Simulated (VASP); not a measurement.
# Li2S (Fm-3m) in VASP: single point with LDA

Aim: the single point of Li2S with LDA.

Everything below comes from runs of VASP 6.6.1. Logs are shortened: lines on timing, memory, paths and dates and some standing lists are left out, and cuts for length are marked.

## 1. The cell of the first run

The structure is cubic, space group Fm-3m (No. 225). The conventional cell has a = 5.689 Å, b = 5.689 Å, c = 5.689 Å, α = 90.00°, β = 90.00°, γ = 90.00°. Within 3.3 Å of Li (site symmetry -43m) lie 4 S at 2.46 Å and 6 Li at 2.84 Å. Within 3.3 Å of S (site symmetry m-3m) lie 8 Li at 2.46 Å.

## 2. Single point, LDA

INCAR

```
ALGO = Normal
EDIFF = 1E-6
ENCUT = 750
GGA_COMPAT = F
ISIF = 2
ISMEAR = 0
LASPH = T
LCHARG = T
LELF = T
LREAL = F
LVHAR = T
LWAVE = F
NBANDS = 13
NELM = 120
PREC = Accurate
SIGMA = 0.05
```

KPOINTS

```
k-points
0
Gamma
  12 12 12
```

POSCAR

```
Li2S
1.0
    0.0000000000      2.8445000000      2.8445000000
    2.8445000000      0.0000000000      2.8445000000
    2.8445000000      2.8445000000      0.0000000000
Li S
2 1
Direct
    0.2500000000      0.2500000000      0.2500000000
    0.7500000000      0.7500000000      0.7500000000
    0.0000000000      0.0000000000      0.0000000000
```

Potentials or basis: VASP PAW LDA potentials, release 64 (Li_sv, S).

Command:

```bash
$ cat potpaw_LDA.64/Li_sv/POTCAR potpaw_LDA.64/S/POTCAR > POTCAR
$ mpirun -np 1 vasp_std > vasp.out
```

OUTCAR:

```text
EDIFF = 1E-6
   ENCUT = 750
   ISIF = 2
   ISMEAR = 0
   LASPH = T
   LREAL = F
   NELM = 120
   PREC = Accurate

 ion  position               nearest neighbor table
   1  0.250  0.250  0.250-   3 2.46   3 2.46   3 2.46   3 2.46
   2  0.750  0.750  0.750-   3 2.46   3 2.46   3 2.46   3 2.46
   3  0.000  0.000  0.000-   2 2.46   2 2.46   2 2.46   1 2.46   2 2.46   1 2.46   1 2.46   1 2.46

  LATTYP: Found a face centered cubic cell.
 ALAT       =     5.6890000000

  Lattice vectors:

 A1 = (   0.0000000000,   2.8445000000,   2.8445000000)
 A2 = (   2.8445000000,   0.0000000000,   2.8445000000)
 A3 = (   2.8445000000,   2.8445000000,   0.0000000000)

Analysis of symmetry for initial positions (statically):
=====================================================================
 Subroutine PRICEL returns:
 Original cell was already a primitive cell.

 Routine SETGRP: Setting up the symmetry group for a
 face centered cubic supercell.

 Subroutine GETGRP returns: Found 48 space group operations
 (whereof 48 operations were pure point group operations)
 out of a pool of 48 trial point group operations.

The static configuration has the point symmetry O_h .

Analysis of symmetry for dynamics (positions and initial velocities):
=====================================================================
 Subroutine PRICEL returns:
 Original cell was already a primitive cell.

 Routine SETGRP: Setting up the symmetry group for a
 face centered cubic supercell.

 Subroutine GETGRP returns: Found 48 space group operations
 (whereof 48 operations were pure point group operations)
 out of a pool of 48 trial point group operations.

The dynamic configuration has the point symmetry O_h .

 Subroutine INISYM returns: Found 48 space group operations
 (whereof 48 operations are pure point group operations),
 and found     1 'primitive' translations

----------------------------------------------------------------------------------------

                                     Primitive cell

  volume of cell :      46.0307

  direct lattice vectors                    reciprocal lattice vectors
     0.000000000  2.844500000  2.844500000    -0.175777817  0.175777817  0.175777817
     2.844500000  0.000000000  2.844500000     0.175777817 -0.175777817  0.175777817
     2.844500000  2.844500000  0.000000000     0.175777817  0.175777817 -0.175777817

  length of vectors
     4.022730478  4.022730478  4.022730478     0.304456110  0.304456110  0.304456110

  position of ions in fractional coordinates (direct lattice)
     0.250000000  0.250000000  0.250000000
     0.750000000  0.750000000  0.750000000
     0.000000000  0.000000000  0.000000000

  ion indices of the primitive-cell ions
   primitive index   ion index
                 1           1
                 2           2
                 3           3

----------------------------------------------------------------------------------------

 KPOINTS: k-points

Automatic generation of k-mesh.
 Grid dimensions read from file:
 generate k-points for:   12   12   12

 Generating k-lattice:

  Cartesian coordinates                     Fractional coordinates (reciprocal lattice)
    -0.014648151  0.014648151  0.014648151     0.083333333  0.000000000  0.000000000
     0.014648151 -0.014648151  0.014648151     0.000000000  0.083333333  0.000000000
     0.014648151  0.014648151 -0.014648151     0.000000000  0.000000000  0.083333333

  Length of vectors
     0.025371342  0.025371342  0.025371342

  Shift w.r.t. Gamma in fractional coordinates (k-lattice)
     0.000000000  0.000000000  0.000000000

 Subroutine IBZKPT returns following result:
 ===========================================

 Found     72 irreducible k-points:

 Following reciprocal coordinates:
            Coordinates               Weight
  0.000000  0.000000  0.000000      1.000000
  0.083333  0.000000  0.000000      8.000000
  0.166667  0.000000  0.000000      8.000000
  0.250000  0.000000  0.000000      8.000000
  0.333333  0.000000  0.000000      8.000000
  0.416667  0.000000  0.000000      8.000000
[... 16 lines left out ...]
  0.500000  0.166667  0.000000     24.000000
 -0.416667  0.166667  0.000000     24.000000
 [... further k-points ...]
   k-points           NKPTS =     72   k-points in BZ     NKDIM =     72   number of bands    NBANDS=     13
   number of dos      NEDOS =    301   number of ions     NIONS =      3
   total plane-waves  NPLWV =  46656
   dimension x,y,z NGX =    36 NGY =   36 NGZ =   36
   dimension x,y,z NGXF=    72 NGYF=   72 NGZF=   72
   ions per type =               2   1
   NGX,Y,Z   is equivalent  to a cutoff of  14.88, 14.88, 14.88 a.u.
   NGXF,Y,Z  is equivalent  to a cutoff of  29.76, 29.76, 29.76 a.u.
 SYSTEM =  unknown system
   PREC   = accura    normal or accurate (medium, high low for compatibility)
   ISTART =      0    job   : 0-new  1-cont  2-samecut
   ICHARG =      2    charge: 1-file 2-atom 10-const
   ISPIN  =      1    spin polarized calculation?
   LNONCOLLINEAR =      F non collinear calculations
   LSORBIT =      F    spin-orbit coupling
   LASPH  =      T    aspherical Exc in radial PAW
   ENCUT  =  750.0 eV  55.12 Ry    7.42 a.u.   8.98  8.98  8.98*2*pi/ulx,y,z
   NELM   =    120;   NELMIN=  2; NELMDL= -5     # of ELM steps
   EDIFF  = 0.1E-05   stopping-criterion for ELM
   LREAL  =      F    real-space projection
   EDIFFG = 0.1E-04   stopping-criterion for IOM
   NSW    =      0    number of steps for IOM
   IBRION =     -1    ionic relax: 0-MD 1-quasi-New 2-CG
   NFREE  =      0    steps in history (QN), initial steepest desc. (CG)
   ISIF   =      2    stress and relaxation
   ISYM   =      2    0-nonsym 1-usesym 2-fastsym
   POTIM  = 0.5000    time-step for ionic-motion
   TEBEG  =    0.0;   TEEND  =   0.0 temperature during run
   PSTRESS=    0.0 pullay stress
   NELECT =      12.0000    total number of electrons
   NUPDOWN=      -1.0000    fix difference up-down
   EMIN   =  10.00;   EMAX   =-10.00  energy-range for DOS
   EFERMI =   0.00;   METHOD = LEGACY
   ISMEAR =     0;   SIGMA  =   0.05  broadening in eV -4-tet -1-fermi 0-gaus
   EFERMI_NEDOS =   21; number of points for ismear=-14 and -15
   IALGO  =     38    algorithm
   IMIX   =      4    mixing-type and parameters
     AMIX     =   0.40;   BMIX     =  1.00
     AMIX_MAG =   1.60;   BMIX_MAG =  1.00
  volume/ion in A,a.u.               =      15.34       103.54
  Fermi-wavevector in a.u.,A,eV,Ry     =   1.045810  1.976294 14.880934  1.093718
  Thomas-Fermi vector in A             =   2.180621
   LORBIT       =      0    0 simple, 1 ext, 2 COOP (PROOUT), +10 PAW based schemes
   GGA     = CA    functional components
   LHFCALC =     F    Hartree Fock is set to
   AEXX    =    0.0000 exact exchange contribution
   IVDW    =     0    specifies the selected vdW correction
   LEPSILON=     F    determine dielectric tensor
   LRPA    =     F    only Hartree local field effects (RPA)
 non-spin polarized calculation
 Gauss-broadening in eV      SIGMA  =   0.05
  energy-cutoff  :      750.00
  volume of cell :       46.03
 maximum number of plane-waves:      2180
   NGX = 17   NGY = 17   NGZ = 17

 number of electron      11.9999998 magnetization

 Free energy of the ion-electron system (eV)
  ---------------------------------------------------
  ext. energy  EPLUGINS =         0.00000000
  ---------------------------------------------------
  free energy    TOTEN  =       -12.98885387 eV

  energy without entropy =      -12.98885387  energy(sigma->0) =      -12.98885387

 E-fermi :   1.6970     XC(G=0):  -8.8402

 val. band max:        1.4118108829   @ k =   0.0000   0.0000   0.0000
 cond. band min:       4.5785045515   @ k =   0.5000   0.5000   0.0000
 fundamental gap:      3.1666936686
 Fermi energy:         1.6969728609

 k-point     1 :       0.0000    0.0000    0.0000
  band No.  band energies     occupation
      1     -41.7774      2.00000
      2     -41.7282      2.00000
      3      -9.5754      2.00000
      4       1.4118      2.00000
      5       1.4118      2.00000
      6       1.4118      2.00000
      7       5.4997      0.00000
      8       7.4306      0.00000
      9       7.4306      0.00000
     10       7.4306      0.00000
     11      12.5469      0.00000
     12      12.5469      0.00000
     13      13.5671      0.00000

 k-point     2 :       0.0833    0.0000    0.0000
  band No.  band energies     occupation
      1     -41.7765      2.00000
      2     -41.7290      2.00000
      3      -9.5495      2.00000
      4       1.1093      2.00000
      5       1.3688      2.00000
      6       1.3688      2.00000
      7       5.7201      0.00000
      8       7.5449      0.00000
      9       7.5449      0.00000
     10       7.5978      0.00000
     11      11.8757      0.00000
     12      11.8757      0.00000
     13      13.6408      0.00000

 k-point     3 :       0.1667    0.0000    0.0000
  band No.  band energies     occupation
      1     -41.7738      2.00000
      2     -41.7313      2.00000
      3      -9.4764      2.00000
      4       0.4254      2.00000
      5       1.2583      2.00000
      6       1.2583      2.00000
      7       6.1642      0.00000
      8       7.8096      0.00000
      9       7.8096      0.00000
     10       8.0627      0.00000
     11      11.2217      0.00000
     12      11.2217      0.00000
     13      13.8647      0.00000
[... 305 lines left out ...]
 k-point    23 :       0.5000    0.1667    0.0000
  band No.  band energies     occupation
      1     -41.7558      2.00000
      2     -41.7477      2.00000
      3      -9.1050      2.00000
      4      -1.2986      2.00000
      5       0.4341      2.00000
      6       0.6022      2.00000
      7       6.8749      0.00000
      8       8.3619      0.00000
      9       8.6471      0.00000
     10       9.8154      0.00000
     11      12.0944      0.00000
     12      13.7265      0.00000
     13      14.7837      0.00000

 k-point    24 :      -0.4167    0.1667    0.0000
  band No.  band energies     occupation
      1     -41.7533      2.00000
      2     -41.7502      2.00000
      3      -9.0957      2.00000
      4      -1.3447      2.00000
      5       0.3214      2.00000
      6       0.6997      2.00000
      7       7.1196      0.00000
      8       8.1702      0.00000
      9       8.5709      0.00000
     10      10.1988      0.00000
     11      12.1889      0.00000
     12      12.4864      0.00000
     13      15.0040      0.00000

 [... further k-points ...]
[... 5 lines left out ...]
  --------------------------------------------------------------------------------------
  -------------------------------------------------------------------------------------
  Total       -0.7822053     -0.7822053     -0.7822053      0.0000000      0.0000000     -0.0000000
  in kB      -27.2259809    -27.2259809    -27.2259809      0.0000000      0.0000000     -0.0000000
  external PRESSURE =     -27.2259809 kB  Pullay stress =       0.0000000 kB

 VOLUME and BASIS-vectors are now :
 -----------------------------------------------------------------------------
  energy-cutoff  :      750.00
  volume of cell :       46.03
      direct lattice vectors                 reciprocal lattice vectors
     0.000000000  2.844500000  2.844500000    -0.175777817  0.175777817  0.175777817
     2.844500000  0.000000000  2.844500000     0.175777817 -0.175777817  0.175777817
     2.844500000  2.844500000  0.000000000     0.175777817  0.175777817 -0.175777817

 POSITION                                       TOTAL-FORCE (eV/Angst)
 -----------------------------------------------------------------------------------
      1.42225      1.42225      1.42225        -0.000000     -0.000000     -0.000000
      4.26675      4.26675      4.26675         0.000000      0.000000      0.000000
      0.00000      0.00000      0.00000        -0.000000      0.000000     -0.000000
 -----------------------------------------------------------------------------------
    total drift:                                0.000000      0.000000      0.000000

  FREE ENERGIE OF THE ION-ELECTRON SYSTEM (eV)
  ---------------------------------------------------
  free  energy   TOTEN  =       -12.9888538716 eV

  energy  without entropy=      -12.9888538716  energy(sigma->0) =      -12.98885387
```

Run time: 39 s. Hardware: 1 thread of Intel Xeon Platinum 8375C at 2.90GHz (Ice Lake), shared host; peak memory 0.2 GiB.

What came out:

| Property | Result |
| --- | --- |
| Free energy | -12.9889 eV |
| Pressure | -2.7 GPa |
| Band gap on the k mesh | 3.17 eV (least direct gap 4.09 eV) |

Levels at points of the mesh, in eV from the valence-band top:
```
           k point  band 4  band 5  band 6  band 7  band 8  band 9
(0.00, 0.00, 0.00)    0.00    0.00    0.00    4.09    6.02    6.02
(0.50, 0.00, 0.00)   -2.95   -0.53   -0.53    5.95    6.38    6.38
(0.50, 0.50, 0.00)   -2.20   -1.47   -1.47    3.17    6.98   10.86
```

A k mesh can miss the band edges. As with any semilocal functional, this LDA gap is likely too small.
